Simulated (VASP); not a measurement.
# In (Fd-3m) in VASP: single point with PBE

Aim: the single point of In with PBE.

Program: VASP 6.6.1. These are calculated values, not measurements. Logs are shortened: lines on timing, memory, paths and dates and some standing lists are left out, and cuts for length are marked.

**1. The cell of the first run**

The structure is cubic, space group Fd-3m (No. 227). The conventional cell has a = 6.504 Å, b = 6.504 Å, c = 6.504 Å, α = 90.00°, β = 90.00°, γ = 90.00°. In (site symmetry -43m) has 4 In at 2.82 Å within 3.7 Å.

**2. Single point, PBE**

File INCAR:

```
SYSTEM = In
ALGO     = Normal         ! electronic algorithm
EDIFF    = 1E-6           ! SCF threshold, eV
ENCUT    = 520            ! plane-wave cutoff, eV
GGA      = PE             ! functional
ISIF     = 2              ! what is computed and relaxed
ISMEAR   = -1             ! smearing method
LASPH    = .True.         ! aspherical terms in the spheres
LCHARG   = .False.        ! write CHGCAR
LREAL    = .False.        ! projectors in reciprocal space
LWAVE    = .False.        ! write WAVECAR
NBANDS   = 20             ! bands
NELM     = 100            ! most SCF steps
PREC     = Accurate       ! precision mode
SIGMA    = 0.05           ! smearing width, eV
```

File KPOINTS:

```
k-points
0
Gamma
  8 8 8
  0 0 0
```

File POSCAR:

```
In
1.0
    0.0000000000      3.2520696876      3.2520696876
    3.2520696876      0.0000000000      3.2520696876
    3.2520696876      3.2520696876      0.0000000000
In
2
Direct
   -0.1250000000     -0.1250000000     -0.1250000000
    0.1250000000      0.1250000000      0.1250000000
```

Potentials or basis: VASP PAW PBE potentials, release 64 (In_d).

Started as:

```bash
$ cat potpaw_PBE.64/In_d/POTCAR > POTCAR
$ mpirun -np 1 vasp_std > vasp.out
```

OUTCAR:

```text
SYSTEM = In
   EDIFF = 1E-6
   ENCUT = 520
   GGA = PE
   ISIF = 2
   ISMEAR = -1
   LASPH = .True.
   LREAL = .False.
   NELM = 100
   PREC = Accurate

 ion  position               nearest neighbor table
   1  0.875  0.875  0.875-   2 2.82   2 2.82   2 2.82   2 2.82
   2  0.125  0.125  0.125-   1 2.82   1 2.82   1 2.82   1 2.82

  LATTYP: Found a face centered cubic cell.
 ALAT       =     6.5041393752

  Lattice vectors:

 A1 = (   0.0000000000,   3.2520696876,   3.2520696876)
 A2 = (   3.2520696876,   0.0000000000,   3.2520696876)
 A3 = (   3.2520696876,   3.2520696876,   0.0000000000)

Analysis of symmetry for initial positions (statically):
=====================================================================
 Subroutine PRICEL returns:
 Original cell was already a primitive cell.

 Routine SETGRP: Setting up the symmetry group for a
 face centered cubic supercell.

 Subroutine GETGRP returns: Found 48 space group operations
 (whereof 12 operations were pure point group operations)
 out of a pool of 48 trial point group operations.

The static configuration has the point symmetry D_3d.
 The point group associated with its full space group is O_h .

Analysis of symmetry for dynamics (positions and initial velocities):
=====================================================================
 Subroutine PRICEL returns:
 Original cell was already a primitive cell.

 Routine SETGRP: Setting up the symmetry group for a
 face centered cubic supercell.

 Subroutine GETGRP returns: Found 48 space group operations
 (whereof 12 operations were pure point group operations)
 out of a pool of 48 trial point group operations.

The dynamic configuration has the point symmetry D_3d.
 The point group associated with its full space group is O_h .

 Subroutine INISYM returns: Found 48 space group operations
 (whereof 12 operations are pure point group operations),
 and found     1 'primitive' translations

----------------------------------------------------------------------------------------

                                     Primitive cell

  volume of cell :      68.7875

  direct lattice vectors                    reciprocal lattice vectors
     0.000000000  3.252069688  3.252069688    -0.153748243  0.153748243  0.153748243
     3.252069688  0.000000000  3.252069688     0.153748243 -0.153748243  0.153748243
     3.252069688  3.252069688  0.000000000     0.153748243  0.153748243 -0.153748243

  length of vectors
     4.599121058  4.599121058  4.599121058     0.266299768  0.266299768  0.266299768

  position of ions in fractional coordinates (direct lattice)
     0.875000000  0.875000000  0.875000000
     0.125000000  0.125000000  0.125000000

  ion indices of the primitive-cell ions
   primitive index   ion index
                 1           1
                 2           2

----------------------------------------------------------------------------------------

 KPOINTS: k-points

Automatic generation of k-mesh.
 Grid dimensions read from file:
 generate k-points for:    8    8    8

 Generating k-lattice:

  Cartesian coordinates                     Fractional coordinates (reciprocal lattice)
    -0.019218530  0.019218530  0.019218530     0.125000000  0.000000000  0.000000000
     0.019218530 -0.019218530  0.019218530     0.000000000  0.125000000  0.000000000
     0.019218530  0.019218530 -0.019218530     0.000000000  0.000000000  0.125000000

  Length of vectors
     0.033287471  0.033287471  0.033287471

  Shift w.r.t. Gamma in fractional coordinates (k-lattice)
     0.000000000  0.000000000  0.000000000

 Subroutine IBZKPT returns following result:
 ===========================================

 Found     29 irreducible k-points:

 Following reciprocal coordinates:
            Coordinates               Weight
  0.000000  0.000000  0.000000      1.000000
  0.125000  0.000000  0.000000      8.000000
  0.250000  0.000000  0.000000      8.000000
  0.375000  0.000000  0.000000      8.000000
  0.500000  0.000000  0.000000      4.000000
  0.125000  0.125000  0.000000      6.000000
[... 16 lines left out ...]
  0.500000  0.250000  0.125000     48.000000
 -0.375000  0.250000  0.125000     24.000000
 [... further k-points ...]
   k-points           NKPTS =     29   k-points in BZ     NKDIM =     29   number of bands    NBANDS=     20
   number of dos      NEDOS =    301   number of ions     NIONS =      2
   total plane-waves  NPLWV =  46656
   dimension x,y,z NGX =    36 NGY =   36 NGZ =   36
   dimension x,y,z NGXF=    72 NGYF=   72 NGZF=   72
   ions per type =               2
   NGX,Y,Z   is equivalent  to a cutoff of  13.01, 13.01, 13.01 a.u.
   NGXF,Y,Z  is equivalent  to a cutoff of  26.03, 26.03, 26.03 a.u.
 SYSTEM =  In
   PREC   = accura    normal or accurate (medium, high low for compatibility)
   ISTART =      0    job   : 0-new  1-cont  2-samecut
   ICHARG =      2    charge: 1-file 2-atom 10-const
   ISPIN  =      1    spin polarized calculation?
   LNONCOLLINEAR =      F non collinear calculations
   LSORBIT =      F    spin-orbit coupling
   LASPH  =      T    aspherical Exc in radial PAW
   ENCUT  =  520.0 eV  38.22 Ry    6.18 a.u.   8.55  8.55  8.55*2*pi/ulx,y,z
   NELM   =    100;   NELMIN=  2; NELMDL= -5     # of ELM steps
   EDIFF  = 0.1E-05   stopping-criterion for ELM
   LREAL  =      F    real-space projection
   EDIFFG = 0.1E-04   stopping-criterion for IOM
   NSW    =      0    number of steps for IOM
   IBRION =     -1    ionic relax: 0-MD 1-quasi-New 2-CG
   NFREE  =      0    steps in history (QN), initial steepest desc. (CG)
   ISIF   =      2    stress and relaxation
   ISYM   =      2    0-nonsym 1-usesym 2-fastsym
   POTIM  = 0.5000    time-step for ionic-motion
   TEBEG  =    0.0;   TEEND  =   0.0 temperature during run
   PSTRESS=    0.0 pullay stress
   NELECT =      26.0000    total number of electrons
   NUPDOWN=      -1.0000    fix difference up-down
   EMIN   =  10.00;   EMAX   =-10.00  energy-range for DOS
   EFERMI =   0.00;   METHOD = LEGACY
   ISMEAR =    -1;   SIGMA  =   0.05  broadening in eV -4-tet -1-fermi 0-gaus
   EFERMI_NEDOS =   21; number of points for ismear=-14 and -15
   IALGO  =     38    algorithm
   IMIX   =      4    mixing-type and parameters
     AMIX     =   0.40;   BMIX     =  1.00
     AMIX_MAG =   1.60;   BMIX_MAG =  1.00
  volume/ion in A,a.u.               =      34.39       232.10
  Fermi-wavevector in a.u.,A,eV,Ry     =   1.183667  2.236806 19.062673  1.401067
  Thomas-Fermi vector in A             =   2.319897
   LORBIT       =      0    0 simple, 1 ext, 2 COOP (PROOUT), +10 PAW based schemes
   GGA     = PE    functional components
   LHFCALC =     F    Hartree Fock is set to
   AEXX    =    0.0000 exact exchange contribution
   IVDW    =     0    specifies the selected vdW correction
   LEPSILON=     F    determine dielectric tensor
   LRPA    =     F    only Hartree local field effects (RPA)
 non-spin polarized calculation
  energy-cutoff  :      520.00
  volume of cell :       68.79
 maximum number of plane-waves:      1880
 NGX is ok and might be reduce to    36
   NGX = 17   NGY = 17   NGZ = 17

 number of electron      25.9999986 magnetization

 Free energy of the ion-electron system (eV)
  ---------------------------------------------------
  ext. energy  EPLUGINS =         0.00000000
  ---------------------------------------------------
  free energy    TOTEN  =        -4.38698941 eV

  energy without entropy =       -4.37551915  energy(sigma->0) =       -4.38125428

 E-fermi :   4.3804     XC(G=0):  -8.7216

 val. band max:        4.3351515776   @ k =  -0.3750   0.3750   0.0000
 cond. band min:       4.4209091140   @ k =   0.5000   0.1250   0.0000
 fundamental gap:      0.0857575365
 Fermi energy:         4.3803900190

 k-point     1 :       0.0000    0.0000    0.0000
  band No.  band energies     occupation
      1     -10.3231      2.00000
      2     -10.3231      2.00000
      3     -10.3231      2.00000
      4     -10.2496      2.00000
      5     -10.2496      2.00000
      6      -9.7597      2.00000
[... 12 lines left out ...]
     19      10.6446      0.00000
     20      13.7256      0.00000

 k-point     2 :       0.1250    0.0000    0.0000
  band No.  band energies     occupation
      1     -10.3431      2.00000
      2     -10.3431      2.00000
      3     -10.3186      2.00000
      4     -10.2210      2.00000
      5     -10.2210      2.00000
      6      -9.7790      2.00000
[... 12 lines left out ...]
     19      11.5617      0.00000
     20      12.8725      0.00000

 k-point     3 :       0.2500    0.0000    0.0000
  band No.  band energies     occupation
      1     -10.3654      2.00000
      2     -10.3654      2.00000
      3     -10.3078      2.00000
      4     -10.1807      2.00000
      5     -10.1807      2.00000
      6      -9.8053      2.00000
[... 12 lines left out ...]
     19      11.7540      0.00000
     20      12.7371      0.00000

 k-point     4 :       0.3750    0.0000    0.0000
  band No.  band energies     occupation
      1     -10.3746      2.00000
      2     -10.3746      2.00000
      3     -10.2968      2.00000
      4     -10.1586      2.00000
      5     -10.1586      2.00000
      6      -9.8164      2.00000
[... 12 lines left out ...]
     19      13.1340      0.00000
     20      13.7127      0.00000

 k-point     5 :       0.5000    0.0000    0.0000
  band No.  band energies     occupation
      1     -10.3762      2.00000
      2     -10.3762      2.00000
      3     -10.2921      2.00000
      4     -10.1536      2.00000
      5     -10.1536      2.00000
      6      -9.8196      2.00000
[... 12 lines left out ...]
     19      14.7281      0.00000
     20      14.8091      0.00000
[... 353 lines left out ...]
      6      -9.9685      2.00000
[... 12 lines left out ...]
     19      16.0033      0.00000
     20      16.0033      0.00000

 k-point    22 :       0.3750    0.2500    0.1250
  band No.  band energies     occupation
      1     -10.3907      2.00000
      2     -10.3804      2.00000
      3     -10.2927      2.00000
      4     -10.1634      2.00000
      5     -10.0931      2.00000
      6      -9.9413      2.00000
[... 12 lines left out ...]
     19      12.8666      0.00000
     20      13.9048      0.00000

 k-point    23 :       0.5000    0.2500    0.1250
  band No.  band energies     occupation
      1     -10.4148      2.00000
      2     -10.3966      2.00000
      3     -10.2460      2.00000
      4     -10.1293      2.00000
      5     -10.0640      2.00000
      6      -9.9600      2.00000
[... 12 lines left out ...]
     19      13.6787      0.00000
     20      13.9427      0.00000

 k-point    24 :      -0.3750    0.2500    0.1250
  band No.  band energies     occupation
      1     -10.4265      2.00000
      2     -10.3991      2.00000
      3     -10.2250      2.00000
      4     -10.1042      2.00000
      5     -10.0686      2.00000
      6      -9.9483      2.00000
[... 12 lines left out ...]
     19      12.6180      0.00000
     20      14.1363      0.00000

 [... further k-points ...]

------------------------ aborting loop because EDIFF is reached ----------------------------------------

  FORCE on cell =-STRESS in cart. coord.  units (eV):
  Direction    XX          YY          ZZ          XY          YZ          ZX
  --------------------------------------------------------------------------------------
  -------------------------------------------------------------------------------------
  Total        1.2432637      1.2432637      1.2432637      0.0000000     -0.0000000      0.0000000
  in kB       28.9577167     28.9577167     28.9577167      0.0000000     -0.0000000      0.0000000
  external PRESSURE =      28.9577167 kB  Pullay stress =       0.0000000 kB

 VOLUME and BASIS-vectors are now :
 -----------------------------------------------------------------------------
  energy-cutoff  :      520.00
  volume of cell :       68.79
      direct lattice vectors                 reciprocal lattice vectors
     0.000000000  3.252069688  3.252069688    -0.153748243  0.153748243  0.153748243
     3.252069688  0.000000000  3.252069688     0.153748243 -0.153748243  0.153748243
     3.252069688  3.252069688  0.000000000     0.153748243  0.153748243 -0.153748243

 POSITION                                       TOTAL-FORCE (eV/Angst)
 -----------------------------------------------------------------------------------
      5.69112      5.69112      5.69112        -0.000000     -0.000000     -0.000000
      0.81302      0.81302      0.81302         0.000000      0.000000      0.000000
 -----------------------------------------------------------------------------------
    total drift:                                0.000000      0.000000      0.000000

  FREE ENERGIE OF THE ION-ELECTRON SYSTEM (eV)
  ---------------------------------------------------
  free  energy   TOTEN  =        -4.3869894123 eV

  energy  without entropy=       -4.3755191497  energy(sigma->0) =       -4.38125428
```

It took 43 s on 1 thread of Intel Xeon Platinum 8488C (Sapphire Rapids), shared host; peak memory 0.21 GiB.

What came out:

| Property | Result |
| --- | --- |
| Free energy | -4.3870 eV |
| Pressure | 2.9 GPa |
| Band gap on the k mesh | zero (band 13 reaches 6.93 eV, above the bottom of band 14 at 3.16 eV) |

Caveat: spin-orbit coupling is left out, which moves the levels of the heavy elements.
